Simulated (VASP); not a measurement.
# Zn (Fd-3m) in VASP: notebook

Runs on Zn. Level: LDA. Tasks: single point.

All numbers are computed with VASP 6.6.1; they aren't measurements. Logs are shortened: lines on timing, memory, paths and dates and some standing lists are left out, and cuts for length are marked.

## 1. The cell of the first run

It takes space group Fd-3m (No. 227, cubic). Conventional cell: a = 4.406 Å, b = 4.406 Å, c = 4.406 Å, α = 90.00°, β = 90.00°, γ = 90.00°. Zn (site symmetry -43m) has 4 Zn at 1.91 Å within 2.5 Å.

This isn't the form of Zn at room conditions, which is hcp.

## 2. Single point, LDA (10.69 Å³/atom)

INCAR

```
ALGO = Normal
EDIFF = 1E-6
ENCUT = 520
ISIF = 2
ISMEAR = -1
LASPH = True
LCHARG = False
LREAL = False
LWAVE = False
NBANDS = 19
NELM = 60
PREC = Accurate
SIGMA = 0.1
```

KPOINTS

```
k-points
0
Gamma
  13 13 13
```

POSCAR

```
Zn
1.0
    0.0000000000      2.2031172393      2.2031172393
    2.2031172393      0.0000000000      2.2031172393
    2.2031172393      2.2031172393      0.0000000000
Zn
2
Direct
   -0.1250000000     -0.1250000000     -0.1250000000
    0.1250000000      0.1250000000      0.1250000000
```

Potentials or basis: VASP PAW LDA potentials, release 64 (Zn).

Started as:

```bash
$ cat potpaw_LDA.64/Zn/POTCAR > POTCAR
$ mpirun -np 1 vasp_std > vasp.out
```

OUTCAR:

```text
EDIFF = 1E-6
   ENCUT = 520
   ISIF = 2
   ISMEAR = -1
   LASPH = True
   LREAL = False
   NELM = 60
   PREC = Accurate

 ion  position               nearest neighbor table
   1  0.875  0.875  0.875-   2 1.91   2 1.91   2 1.91   2 1.91
   2  0.125  0.125  0.125-   1 1.91   1 1.91   1 1.91   1 1.91

  LATTYP: Found a face centered cubic cell.
 ALAT       =     4.4062344786

  Lattice vectors:

 A1 = (   0.0000000000,   2.2031172393,   2.2031172393)
 A2 = (   2.2031172393,   0.0000000000,   2.2031172393)
 A3 = (   2.2031172393,   2.2031172393,   0.0000000000)

Analysis of symmetry for initial positions (statically):
=====================================================================
 Subroutine PRICEL returns:
 Original cell was already a primitive cell.

 Routine SETGRP: Setting up the symmetry group for a
 face centered cubic supercell.

 Subroutine GETGRP returns: Found 48 space group operations
 (whereof 12 operations were pure point group operations)
 out of a pool of 48 trial point group operations.

The static configuration has the point symmetry D_3d.
 The point group associated with its full space group is O_h .

Analysis of symmetry for dynamics (positions and initial velocities):
=====================================================================
 Subroutine PRICEL returns:
 Original cell was already a primitive cell.

 Routine SETGRP: Setting up the symmetry group for a
 face centered cubic supercell.

 Subroutine GETGRP returns: Found 48 space group operations
 (whereof 12 operations were pure point group operations)
 out of a pool of 48 trial point group operations.

The dynamic configuration has the point symmetry D_3d.
 The point group associated with its full space group is O_h .

 Subroutine INISYM returns: Found 48 space group operations
 (whereof 12 operations are pure point group operations),
 and found     1 'primitive' translations

----------------------------------------------------------------------------------------

                                     Primitive cell

  volume of cell :      21.3867

  direct lattice vectors                    reciprocal lattice vectors
     0.000000000  2.203117239  2.203117239    -0.226951154  0.226951154  0.226951154
     2.203117239  0.000000000  2.203117239     0.226951154 -0.226951154  0.226951154
     2.203117239  2.203117239  0.000000000     0.226951154  0.226951154 -0.226951154

  length of vectors
     3.115678279  3.115678279  3.115678279     0.393090930  0.393090930  0.393090930

  position of ions in fractional coordinates (direct lattice)
     0.875000000  0.875000000  0.875000000
     0.125000000  0.125000000  0.125000000

  ion indices of the primitive-cell ions
   primitive index   ion index
                 1           1
                 2           2

----------------------------------------------------------------------------------------

 KPOINTS: k-points

Automatic generation of k-mesh.
 Grid dimensions read from file:
 generate k-points for:   13   13   13

 Generating k-lattice:

  Cartesian coordinates                     Fractional coordinates (reciprocal lattice)
    -0.017457781  0.017457781  0.017457781     0.076923077  0.000000000  0.000000000
     0.017457781 -0.017457781  0.017457781     0.000000000  0.076923077  0.000000000
     0.017457781  0.017457781 -0.017457781     0.000000000  0.000000000  0.076923077

  Length of vectors
     0.030237764  0.030237764  0.030237764

  Shift w.r.t. Gamma in fractional coordinates (k-lattice)
     0.000000000  0.000000000  0.000000000

 Subroutine IBZKPT returns following result:
 ===========================================

 Found     84 irreducible k-points:

 Following reciprocal coordinates:
            Coordinates               Weight
  0.000000  0.000000  0.000000      1.000000
  0.076923  0.000000  0.000000      8.000000
  0.153846  0.000000  0.000000      8.000000
  0.230769  0.000000  0.000000      8.000000
  0.307692  0.000000  0.000000      8.000000
  0.384615  0.000000  0.000000      8.000000
[... 16 lines left out ...]
  0.384615  0.153846  0.000000     24.000000
  0.461538  0.153846  0.000000     24.000000
 [... further k-points ...]
   k-points           NKPTS =     84   k-points in BZ     NKDIM =     84   number of bands    NBANDS=     19
   number of dos      NEDOS =    301   number of ions     NIONS =      2
   total plane-waves  NPLWV =  13824
   dimension x,y,z NGX =    24 NGY =   24 NGZ =   24
   dimension x,y,z NGXF=    48 NGYF=   48 NGZF=   48
   ions per type =               2
   NGX,Y,Z   is equivalent  to a cutoff of  12.81, 12.81, 12.81 a.u.
   NGXF,Y,Z  is equivalent  to a cutoff of  25.61, 25.61, 25.61 a.u.
 SYSTEM =  unknown system
   PREC   = accura    normal or accurate (medium, high low for compatibility)
   ISTART =      0    job   : 0-new  1-cont  2-samecut
   ICHARG =      2    charge: 1-file 2-atom 10-const
   ISPIN  =      1    spin polarized calculation?
   LNONCOLLINEAR =      F non collinear calculations
   LSORBIT =      F    spin-orbit coupling
   LASPH  =      T    aspherical Exc in radial PAW
   ENCUT  =  520.0 eV  38.22 Ry    6.18 a.u.   5.79  5.79  5.79*2*pi/ulx,y,z
   NELM   =     60;   NELMIN=  2; NELMDL= -5     # of ELM steps
   EDIFF  = 0.1E-05   stopping-criterion for ELM
   LREAL  =      F    real-space projection
   EDIFFG = 0.1E-04   stopping-criterion for IOM
   NSW    =      0    number of steps for IOM
   IBRION =     -1    ionic relax: 0-MD 1-quasi-New 2-CG
   NFREE  =      0    steps in history (QN), initial steepest desc. (CG)
   ISIF   =      2    stress and relaxation
   ISYM   =      2    0-nonsym 1-usesym 2-fastsym
   POTIM  = 0.5000    time-step for ionic-motion
   TEBEG  =    0.0;   TEEND  =   0.0 temperature during run
   PSTRESS=    0.0 pullay stress
   NELECT =      24.0000    total number of electrons
   NUPDOWN=      -1.0000    fix difference up-down
   EMIN   =  10.00;   EMAX   =-10.00  energy-range for DOS
   EFERMI =   0.00;   METHOD = LEGACY
   ISMEAR =    -1;   SIGMA  =   0.10  broadening in eV -4-tet -1-fermi 0-gaus
   EFERMI_NEDOS =   21; number of points for ismear=-14 and -15
   IALGO  =     38    algorithm
   IMIX   =      4    mixing-type and parameters
     AMIX     =   0.40;   BMIX     =  1.00
     AMIX_MAG =   1.60;   BMIX_MAG =  1.00
  volume/ion in A,a.u.               =      10.69        72.16
  Fermi-wavevector in a.u.,A,eV,Ry     =   1.701235  3.214868 39.377988  2.894200
  Thomas-Fermi vector in A             =   2.781225
   LORBIT       =      0    0 simple, 1 ext, 2 COOP (PROOUT), +10 PAW based schemes
   GGA     = CA    functional components
   LHFCALC =     F    Hartree Fock is set to
   AEXX    =    0.0000 exact exchange contribution
   IVDW    =     0    specifies the selected vdW correction
   LEPSILON=     F    determine dielectric tensor
   LRPA    =     F    only Hartree local field effects (RPA)
 non-spin polarized calculation
  energy-cutoff  :      520.00
  volume of cell :       21.39
 maximum number of plane-waves:       589
   NGX = 11   NGY = 11   NGZ = 11

 number of electron      23.9999990 magnetization

 Free energy of the ion-electron system (eV)
  ---------------------------------------------------
  ext. energy  EPLUGINS =         0.00000000
  ---------------------------------------------------
  free energy    TOTEN  =         3.12456089 eV

  energy without entropy =        3.13903468  energy(sigma->0) =        3.13179779

 E-fermi :   5.7486     XC(G=0): -13.6350

 val. band max:        5.7422518753   @ k =  -0.3077   0.4615   0.1538
 cond. band min:       5.8188703049   @ k =  -0.3846   0.3077   0.0769
 fundamental gap:      0.0766184296
 Fermi energy:         5.7485532231

 k-point     1 :       0.0000    0.0000    0.0000
  band No.  band energies     occupation
      1      -7.5834      2.00000
      2      -5.2608      2.00000
      3      -5.2608      2.00000
      4      -5.1944      2.00000
      5      -5.1944      2.00000
      6      -5.1944      2.00000
[... 11 lines left out ...]
     18      21.0394      0.00000
     19      21.3720      0.00000

 k-point     2 :       0.0769    0.0000    0.0000
  band No.  band energies     occupation
      1      -7.4425      2.00000
      2      -5.3668      2.00000
      3      -5.3668      2.00000
      4      -5.1863      2.00000
      5      -5.0613      2.00000
      6      -5.0613      2.00000
[... 11 lines left out ...]
     18      21.0628      0.00000
     19      22.2838      0.00000

 k-point     3 :       0.1538    0.0000    0.0000
  band No.  band energies     occupation
      1      -7.0341      2.00000
      2      -5.4523      2.00000
      3      -5.4523      2.00000
      4      -5.1547      2.00000
      5      -4.9094      2.00000
      6      -4.9094      2.00000
[... 11 lines left out ...]
     18      20.9535      0.00000
     19      21.8458      0.00000

 k-point     4 :       0.2308    0.0000    0.0000
  band No.  band energies     occupation
      1      -6.4198      2.00000
      2      -5.4806      2.00000
      3      -5.4806      2.00000
      4      -5.0766      2.00000
      5      -4.8138      2.00000
      6      -4.8138      2.00000
[... 11 lines left out ...]
     18      20.7058      0.00000
     19      22.4862      0.00000

 k-point     5 :       0.3077    0.0000    0.0000
  band No.  band energies     occupation
      1      -5.7808      2.00000
      2      -5.4504      2.00000
      3      -5.4504      2.00000
      4      -4.9235      2.00000
      5      -4.8109      2.00000
      6      -4.8109      2.00000
[... 11 lines left out ...]
     18      20.4569      0.00000
     19      24.2895      0.00000
[... 334 lines left out ...]
      2      -5.7388      2.00000
      3      -5.2063      2.00000
      4      -5.1604      2.00000
      5      -4.9367      2.00000
      6      -4.5389      2.00000
[... 11 lines left out ...]
     18      23.1858      0.00000
     19      24.2854      0.00000

 k-point    22 :       0.3077    0.1538    0.0000
  band No.  band energies     occupation
      1      -5.8006      2.00000
      2      -5.7452      2.00000
      3      -5.2144      2.00000
      4      -5.0466      2.00000
      5      -4.8526      2.00000
      6      -4.4480      2.00000
[... 11 lines left out ...]
     18      22.8532      0.00000
     19      23.6966      0.00000

 k-point    23 :       0.3846    0.1538    0.0000
  band No.  band energies     occupation
      1      -5.7322      2.00000
      2      -5.4443      2.00000
      3      -5.2138      2.00000
      4      -4.8192      2.00000
      5      -4.7583      2.00000
      6      -4.4573      2.00000
[... 11 lines left out ...]
     18      22.7899      0.00000
     19      23.2906      0.00000

 k-point    24 :       0.4615    0.1538    0.0000
  band No.  band energies     occupation
      1      -5.6840      2.00000
      2      -5.3061      2.00000
      3      -5.2528      2.00000
      4      -4.7761      2.00000
      5      -4.6270      2.00000
      6      -4.5356      2.00000
[... 11 lines left out ...]
     18      23.0062      0.00000
     19      23.5329      0.00000

 [... further k-points ...]
[... 5 lines left out ...]
  --------------------------------------------------------------------------------------
  -------------------------------------------------------------------------------------
  Total       21.7806900     21.7806900     21.7806900      0.0000000      0.0000000     -0.0000000
  in kB     1631.6965443   1631.6965443   1631.6965443      0.0000000      0.0000000     -0.0000000
  external PRESSURE =    1631.6965443 kB  Pullay stress =       0.0000000 kB

 VOLUME and BASIS-vectors are now :
 -----------------------------------------------------------------------------
  energy-cutoff  :      520.00
  volume of cell :       21.39
      direct lattice vectors                 reciprocal lattice vectors
     0.000000000  2.203117239  2.203117239    -0.226951154  0.226951154  0.226951154
     2.203117239  0.000000000  2.203117239     0.226951154 -0.226951154  0.226951154
     2.203117239  2.203117239  0.000000000     0.226951154  0.226951154 -0.226951154

 POSITION                                       TOTAL-FORCE (eV/Angst)
 -----------------------------------------------------------------------------------
      3.85546      3.85546      3.85546        -0.000000     -0.000000     -0.000000
      0.55078      0.55078      0.55078         0.000000      0.000000      0.000000
 -----------------------------------------------------------------------------------
    total drift:                                0.000000      0.000000      0.000000

  FREE ENERGIE OF THE ION-ELECTRON SYSTEM (eV)
  ---------------------------------------------------
  free  energy   TOTEN  =         3.1245608929 eV

  energy  without entropy=        3.1390346805  energy(sigma->0) =        3.13179779
```

It took 24 s on 1 thread of Intel Xeon 8259CL, shared host; peak memory 0.14 GiB.

Results:

| Item | Value |
| --- | --- |
| Free energy | 3.1246 eV |
| Pressure | 163.2 GPa |
| Band gap on the k mesh | zero (bands 12 and 13 overlap by 13.24 eV) |

Levels at points of the mesh, in eV from the Fermi level:
| k point | band 9 | band 10 | band 11 | band 12 | band 13 | band 14 | band 15 | band 16 |
| --- | --- | --- | --- | --- | --- | --- | --- | --- |
| (0.00, 0.00, 0.00) | -8.91 | -7.75 | -7.75 | 10.77 | 10.77 | 10.77 | 11.32 | 11.32 |

Caveat: the cell stands under pressure.

## 3. Single point, LDA (12.40 Å³/atom)

This run uses another cell than the first one, of 12.40 Å³/atom.

INCAR

```
PREC = Accurate
ENCUT = 520
EDIFF = 1E-6
ISMEAR = -1
SIGMA = 0.1
LREAL = F
LASPH = T
NELM = 100
ALGO = Normal
ISIF = 2
LWAVE = F
LCHARG = F
NBANDS = 19
```

KPOINTS

```
Automatic mesh
0
Gamma
  13 13 13
```

POSCAR

```
Zn
1.0
    0.0000000000      2.3148540020      2.3148540020
    2.3148540020      0.0000000000      2.3148540020
    2.3148540020      2.3148540020      0.0000000000
Zn
2
Direct
   -0.1250000000     -0.1250000000     -0.1250000000
    0.1250000000      0.1250000000      0.1250000000
```

Potentials or basis: VASP PAW LDA potentials, release 64 (Zn).

Started as:

```bash
$ cat potpaw_LDA.64/Zn/POTCAR > POTCAR
$ mpirun -np 1 vasp_std > vasp.out
```

OUTCAR:

```text
PREC = Accurate
   ENCUT = 520
   EDIFF = 1E-6
   ISMEAR = -1
   LREAL = F
   LASPH = T
   NELM = 100
   ISIF = 2

 ion  position               nearest neighbor table
   1  0.875  0.875  0.875-   2 2.00   2 2.00   2 2.00   2 2.00
   2  0.125  0.125  0.125-   1 2.00   1 2.00   1 2.00   1 2.00

  LATTYP: Found a face centered cubic cell.
 ALAT       =     4.6297080040

  Lattice vectors:

 A1 = (   0.0000000000,   2.3148540020,   2.3148540020)
 A2 = (   2.3148540020,   0.0000000000,   2.3148540020)
 A3 = (   2.3148540020,   2.3148540020,   0.0000000000)

Analysis of symmetry for initial positions (statically):
=====================================================================
 Subroutine PRICEL returns:
 Original cell was already a primitive cell.

 Routine SETGRP: Setting up the symmetry group for a
 face centered cubic supercell.

 Subroutine GETGRP returns: Found 48 space group operations
 (whereof 12 operations were pure point group operations)
 out of a pool of 48 trial point group operations.

The static configuration has the point symmetry D_3d.
[... 153 lines left out ...]

 Free energy of the ion-electron system (eV)
  ---------------------------------------------------
  ext. energy  EPLUGINS =         0.00000000
  ---------------------------------------------------
  free energy    TOTEN  =         0.49698331 eV

  energy without entropy =        0.51274330  energy(sigma->0) =        0.50486331

 E-fermi :   4.2043     XC(G=0): -12.7561

 val. band max:        4.1931653489   @ k =  -0.4615   0.3846   0.1538
 cond. band min:       4.2295863844   @ k =  -0.3846   0.3077   0.0769
 fundamental gap:      0.0364210356
 Fermi energy:         4.2043337063

 k-point     1 :       0.0000    0.0000    0.0000
  band No.  band energies     occupation
      1      -7.7146      2.00000
      2      -5.7481      2.00000
      3      -5.7481      2.00000
      4      -5.7481      2.00000
      5      -5.7468      2.00000
      6      -5.7468      2.00000
[... 505 lines left out ...]
      6      -5.1989      2.00000
[... 11 lines left out ...]
     18      19.7691      0.00000
     19      20.5115      0.00000

 [... further k-points ...]
[... 5 lines left out ...]
  --------------------------------------------------------------------------------------
  -------------------------------------------------------------------------------------
  Total       13.9868215     13.9868215     13.9868215     -0.0000000      0.0000000      0.0000000
  in kB      903.2933309    903.2933309    903.2933309     -0.0000000      0.0000000      0.0000000
  external PRESSURE =     903.2933309 kB  Pullay stress =       0.0000000 kB

 VOLUME and BASIS-vectors are now :
 -----------------------------------------------------------------------------
  energy-cutoff  :      520.00
  volume of cell :       24.81
      direct lattice vectors                 reciprocal lattice vectors
     0.000000000  2.314854002  2.314854002    -0.215996343  0.215996343  0.215996343
     2.314854002  0.000000000  2.314854002     0.215996343 -0.215996343  0.215996343
     2.314854002  2.314854002  0.000000000     0.215996343  0.215996343 -0.215996343

 POSITION                                       TOTAL-FORCE (eV/Angst)
 -----------------------------------------------------------------------------------
      4.05099      4.05099      4.05099        -0.000000      0.000000      0.000000
      0.57871      0.57871      0.57871         0.000000     -0.000000     -0.000000
 -----------------------------------------------------------------------------------
    total drift:                                0.000000      0.000000      0.000000

  FREE ENERGIE OF THE ION-ELECTRON SYSTEM (eV)
  ---------------------------------------------------
  free  energy   TOTEN  =         0.4969833127 eV

  energy  without entropy=        0.5127432984  energy(sigma->0) =        0.50486331
```

OSZICAR:

```text
N       E                     dE             d eps       ncg     rms          rms(c)
DAV:   1     0.116390592579E+03    0.11639E+03   -0.12332E+04  3384   0.215E+03
DAV:   2     0.604551018264E+01   -0.11035E+03   -0.10692E+03  3201   0.308E+02
DAV:   3     0.931377487018E-01   -0.59524E+01   -0.59173E+01  3509   0.768E+01
DAV:   4     0.525722973066E-01   -0.40565E-01   -0.40555E-01  3478   0.645E+00
DAV:   5     0.525171409249E-01   -0.55156E-04   -0.55156E-04  3450   0.221E-01    0.110E+01
DAV:   6     0.413719521083E+00    0.36120E+00   -0.77661E-01  3854   0.214E+01    0.663E+00
DAV:   7     0.480423382654E+00    0.66704E-01   -0.42330E-02  3353   0.314E+00    0.275E+00
DAV:   8     0.496970401690E+00    0.16547E-01   -0.23734E-03  4839   0.992E-01    0.635E-02
DAV:   9     0.496988205688E+00    0.17804E-04   -0.26830E-04  4180   0.178E-01    0.292E-02
DAV:  10     0.496983159560E+00   -0.50461E-05   -0.22679E-05  3424   0.478E-02    0.474E-03
DAV:  11     0.496983312742E+00    0.15318E-06   -0.50102E-07  2101   0.109E-02
   1 F= 0.49698331E+00 E0= 0.50486331E+00  d E =-.157600E-01
```

Run time: 23 s. Hardware: 1 thread of Intel Xeon 8259CL, shared host; peak memory 0.15 GiB.

What came out:

| Property | Result |
| --- | --- |
| Free energy | 0.4970 eV |
| Pressure | 90.3 GPa |
| Band gap on the k mesh | zero (bands 12 and 13 overlap by 11.45 eV) |

Caveat: the cell stands under pressure.

(Part 1 of 2 ends here.)
